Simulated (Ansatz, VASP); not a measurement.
**Br: VASP beside Ansatz**

```
Br
1.0
     4.89939    0.00000    0.00000
    -2.44969    4.24299    0.00000
     0.00000    0.00000    4.45015
Br
2
Direct
  0.66667 0.33333 0.00000
  0.33333 0.66667 0.00000
```

Alike in both runs: functional PBE; k mesh 6 × 6 × 4; occupations gaussian, width 0.1 eV; no spin polarisation.

Ansatz relaxed the structure, and its values are those at the end. VASP's run is a single point on that final structure, the one shown.

|  | VASP | Ansatz |
| --- | --- | --- |
| version | VASP 6.6.1 | Ansatz 0.2.0 |
| potentials or method | VASP PAW PBE potentials, release 64 (Br), cutoff 520 eV | scalar-relativistic, plane waves, PAW |
| valence electrons in the cell | 14 | 14 |

|  | VASP | Ansatz | Ansatz less VASP |
| --- | --- | --- | --- |
| gap on the k mesh at the Fermi level (eV) | none | none | - |
| pressure (GPa) | 0.1 | 0.1 | +0.01 |

A gap of «none» marks a metal or a gap that the smearing closes.
